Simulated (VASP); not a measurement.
# Co (P6_3/mmc) in VASP: notebook, part 2 of 2

VASP 6.6.1. Earlier steps stand in the parts before.

## Step 3: Single point, B3LYP5, collinear spin, ferromagnetic start

This run uses another cell than the first one, of 10.85 Å³/atom.

POSCAR

```
Co
1.0
    2.4883712406      0.0000000000      0.0000000000
   -1.2441856203      2.1549927084      0.0000000000
    0.0000000000      0.0000000000      4.0477749493
Co
2
Direct
    0.6666666667      0.3333333333      0.7500000000
    0.3333333333      0.6666666667      0.2500000000
```

INCAR.step1

```
PREC = Accurate
ENCUT = 520
EDIFF = 1E-5
ISMEAR = -1
SIGMA = 0.05
LREAL = False
LASPH = True
NELM = 150
ALGO = Normal
ISIF = 2
LWAVE = True
LCHARG = False
ISPIN = 2
MAGMOM = 2 2
LORBIT = 11
LMAXMIX = 4
GGA = PE
NBANDS = 20
```

INCAR.step2

```
PREC = Accurate
ENCUT = 520
EDIFF = 1E-6
ISMEAR = -1
SIGMA = 0.05
LREAL = False
LASPH = True
NELM = 150
ALGO = Normal
ISIF = 2
LWAVE = False
LCHARG = False
ISPIN = 2
MAGMOM = 2 2
LORBIT = 11
LMAXMIX = 4
GGA = B5
LHFCALC = True
AEXX = 0.2
AGGAX = 0.72
AGGAC = 0.81
ALDAC = 0.19
PRECFOCK = Normal
ISTART = 1
NBANDS = 20
```

KPOINTS

```
regular mesh
0
Gamma
  6 6 4
```

Potentials or basis: VASP PAW PBE potentials, release 64 (Co).

Launch:

```sh
$ cat potpaw_PBE.64/Co/POTCAR > POTCAR
$ cp INCAR.step1 INCAR
$ mpirun -np 1 vasp_std > vasp.out
$ cp INCAR.step2 INCAR
$ mpirun -np 1 vasp_std > vasp.out
```

OUTCAR:

```text
PREC = Accurate
   ENCUT = 520
   EDIFF = 1E-6
   ISMEAR = -1
   LREAL = False
   LASPH = True
   NELM = 150
   ISIF = 2
   ISPIN = 2
   LORBIT = 11
   GGA = B5
   LHFCALC = True
   AEXX = 0.2
   PRECFOCK = Normal
   ISTART = 1

 ion  position               nearest neighbor table
   1  0.667  0.333  0.750-   2 2.48   2 2.48   2 2.48   2 2.48   2 2.48   2 2.48
   2  0.333  0.667  0.250-   1 2.48   1 2.48   1 2.48   1 2.48   1 2.48   1 2.48

  LATTYP: Found a hexagonal cell.
 ALAT       =     2.4883712406
 C/A-ratio  =     1.6266764714

  Lattice vectors:

 A1 = (   2.4883712406,   0.0000000000,   0.0000000000)
 A2 = (  -1.2441856203,   2.1549927084,   0.0000000000)
 A3 = (   0.0000000000,   0.0000000000,   4.0477749493)

Analysis of symmetry for initial positions (statically):
=====================================================================
 Subroutine PRICEL returns:
 Original cell was already a primitive cell.

 Routine SETGRP: Setting up the symmetry group for a
 hexagonal supercell.

 Subroutine GETGRP returns: Found 24 space group operations
 (whereof 12 operations were pure point group operations)
 out of a pool of 24 trial point group operations.

The static configuration has the point symmetry D_3d.
 The point group associated with its full space group is D_6h.

Analysis of symmetry for dynamics (positions and initial velocities):
=====================================================================
 Subroutine PRICEL returns:
 Original cell was already a primitive cell.

 Routine SETGRP: Setting up the symmetry group for a
 hexagonal supercell.

 Subroutine GETGRP returns: Found 24 space group operations
 (whereof 12 operations were pure point group operations)
 out of a pool of 24 trial point group operations.

The dynamic configuration has the point symmetry D_3d.
[... 156 lines left out ...]

 number of electron      18.0000001 magnetization       3.3543626

 Free energy of the ion-electron system (eV)
  ---------------------------------------------------
  ext. energy  EPLUGINS =         0.00000000
  ---------------------------------------------------
  free energy    TOTEN  =       -16.78632222 eV

  energy without entropy =      -16.77980703  energy(sigma->0) =      -16.78306463

 E-fermi :  10.7073     XC(G=0): -10.5836

 val. band max:       10.4344805675   @ k =   0.3333   0.0000   0.5000
 cond. band min:      10.7097664402   @ k =   0.3333   0.1667   0.5000
 fundamental gap:      0.2752858727
 Fermi energy:        10.7073463752

 spin component 1

 k-point     1 :       0.0000    0.0000    0.0000
  band No.  band energies     occupation
      1       0.6695      1.00000
      2       3.6086      1.00000
      3       5.8335      1.00000
      4       5.9165      1.00000
      5       5.9165      1.00000
      6       6.2194      1.00000
[... 459 lines left out ...]
      6       5.8129      1.00000
[... 12 lines left out ...]
     19      35.6268      0.00000
     20      35.6268      0.00000
 Fermi energy:        10.7073463752

 spin component 2

 k-point     1 :       0.0000    0.0000    0.0000
  band No.  band energies     occupation
      1       0.2578      1.00000
      2       5.2966      1.00000
      3       9.0358      1.00000
      4       9.1665      1.00000
      5       9.1665      1.00000
      6       9.5220      1.00000
[... 472 lines left out ...]
     19      35.7288      0.00000
     20      35.7288      0.00000

------------------------ aborting loop because EDIFF is reached ----------------------------------------

  FORCE on cell =-STRESS in cart. coord.  units (eV):
  Direction    XX          YY          ZZ          XY          YZ          ZX
  --------------------------------------------------------------------------------------
  -------------------------------------------------------------------------------------
  Total        0.1698327      0.1698327      0.3088145      0.0000000      0.0000000      0.0000000
  in kB       12.5358754     12.5358754     22.7945469      0.0000000      0.0000000      0.0000000
  external PRESSURE =      15.9554325 kB  Pullay stress =       0.0000000 kB

 VOLUME and BASIS-vectors are now :
 -----------------------------------------------------------------------------
  energy-cutoff  :      520.00
  volume of cell :       21.71
      direct lattice vectors                 reciprocal lattice vectors
     2.488371241  0.000000000  0.000000000     0.401869297  0.232019347  0.000000000
    -1.244185620  2.154992708  0.000000000     0.000000000  0.464038693  0.000000000
     0.000000000  0.000000000  4.047774949     0.000000000  0.000000000  0.247049308

 POSITION                                       TOTAL-FORCE (eV/Angst)
 -----------------------------------------------------------------------------------
      1.24419      0.71833      3.03583         0.000000      0.000000     -0.000000
     -0.00000      1.43666      1.01194        -0.000000     -0.000000      0.000000
 -----------------------------------------------------------------------------------
    total drift:                                0.000001      0.000000     -0.000000

  FREE ENERGIE OF THE ION-ELECTRON SYSTEM (eV)
  ---------------------------------------------------
  free  energy   TOTEN  =       -16.7863222195 eV

  energy  without entropy=      -16.7798070317  energy(sigma->0) =      -16.78306463

 total charge

# of ion       s       p       d       tot
------------------------------------------
    1        0.483   0.496   7.348   8.327
    2        0.483   0.496   7.348   8.327
--------------------------------------------------
tot          0.965   0.992  14.696  16.654

 magnetization (x)

# of ion       s       p       d       tot
------------------------------------------
    1       -0.034  -0.111   1.871   1.726
    2       -0.034  -0.111   1.871   1.726
--------------------------------------------------
tot         -0.068  -0.222   3.742   3.453
```

OSZICAR.step1:

```text
N       E                     dE             d eps       ncg     rms          rms(c)
DAV:   1     0.841083380101E+02    0.84108E+02   -0.83091E+03  1784   0.123E+03
DAV:   2    -0.117339563531E+02   -0.95842E+02   -0.85915E+02  1700   0.218E+02
DAV:   3    -0.160993926075E+02   -0.43654E+01   -0.42100E+01  1936   0.560E+01
DAV:   4    -0.161641527510E+02   -0.64760E-01   -0.64700E-01  2064   0.595E+00
DAV:   5    -0.161661687458E+02   -0.20160E-02   -0.20158E-02  2004   0.989E-01    0.149E+01
DAV:   6    -0.145554350419E+02    0.16107E+01   -0.74485E+00  1872   0.560E+01    0.687E+00
DAV:   7    -0.141355400450E+02    0.41989E+00   -0.11383E+00  1940   0.204E+01    0.374E+00
DAV:   8    -0.141185636774E+02    0.16976E-01   -0.14319E-02  2220   0.106E+00    0.176E+00
DAV:   9    -0.141043224055E+02    0.14241E-01   -0.23894E-03  2536   0.933E-01    0.473E-01
DAV:  10    -0.141038070444E+02    0.51536E-03   -0.45022E-04  2144   0.260E-01    0.160E-01
DAV:  11    -0.141037830481E+02    0.23996E-04   -0.74825E-05  2380   0.139E-01    0.278E-02
DAV:  12    -0.141037797702E+02    0.32778E-05   -0.10996E-05  1528   0.300E-02
   1 F= -.14103780E+02 E0= -.14095284E+02  d E =-.169921E-01  mag=     3.2092
```

Wall time 85 min (1 thread of Intel Xeon 8259CL, shared host); peak memory 0.17 GiB.

What came out:

- Free energy: -16.7863 eV
- Pressure: 1.6 GPa
- Net moment: 3.35 μB per cell
- Site moments: Co +1.73 μB
- Valence electrons inside the program's atomic spheres: Co 8.33

Caveat: the k points lie up to 0.49 Å⁻¹ apart; the PAW data sets were made with another functional, which shifts forces and pressure a little.
